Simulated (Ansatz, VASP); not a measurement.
## Two plane-wave programs on ZnO

```xyz
4
Lattice="3.2309 0.0000 0.0000 -1.6155 2.7981 0.0000 0.0000 0.0000 5.2154" Properties=species:S:1:pos:R:3 pbc="T T T"
Zn    0.0000    1.8654    0.0082
Zn    1.6155    0.9327    2.6159
O     0.0000    1.8654    1.9846
O     1.6155    0.9327    4.5923
```

Alike in both runs: functional PBEsol; k mesh 9 × 9 × 6; occupations gaussian, width 0.02 eV; no spin polarisation.

Ansatz relaxed the structure, and its values are those at the end. VASP's run is a single point on that final structure, the one shown.

```csv
,VASP,Ansatz
version,VASP 6.6.1,Ansatz 0.2.0
potentials or method,"VASP PAW PBE potentials, release 64 (Zn, O), cutoff 520 eV","scalar-relativistic, plane waves, PAW"
valence electrons in the cell,36,36
```

Ansatz gave:

```
gap on the k mesh at the Fermi level (eV) : 0.70
least direct gap on the mesh (eV)         : 0.70
pressure (GPa)                            : 0.0
```

**Question.** Estimate VASP's values.

**Answer.** gap on the k mesh at the Fermi level (eV): 0.69; least direct gap on the mesh (eV): 0.69; pressure (GPa): 0.9.

VASP's potentials were made for PBE, not for PBEsol, and Ansatz warns of the same on its side. With one functional, cell and mesh, what is left measures potentials, basis and numerics.
